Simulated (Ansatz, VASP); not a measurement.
## InP: VASP beside Ansatz

```
CELL_PARAMETERS angstrom
1.88225 -2.43039 0.00000
1.88225 2.43039 0.00000
0.00000 0.00000 4.94493
ATOMIC_POSITIONS crystal
In 0.50000 0.50000 0.50000
P 0.00000 0.00000 0.00000
```

Change from the starting cell: species swapped into the SbPb type (Cmmm, No. 65).

Alike in both runs: task single point; functional PBE; k mesh 6 × 6 × 4; occupations gaussian, width 0.1 eV; no spin polarisation.

|  | VASP | Ansatz |
| --- | --- | --- |
| version | VASP 6.6.1 | Ansatz 0.2.0 |
| potentials or method | VASP PAW PBE potentials, release 64 (In_d, P), cutoff 520 eV | scalar-relativistic, plane waves, PAW |
| valence electrons in the cell | 18 | 18 |

Ansatz gave:

```
gap on the k mesh at the Fermi level (eV)                     : none
pressure (GPa)                                                : -2.8
traceless stress, the component that is largest in VASP (GPa) : 1.31
```

Q: Which values does VASP return?

A: gap on the k mesh at the Fermi level (eV): none; pressure (GPa): -2.8; traceless stress, the component that is largest in VASP (GPa): 1.30.

A gap of «none» marks a metal or a gap that the smearing closes.
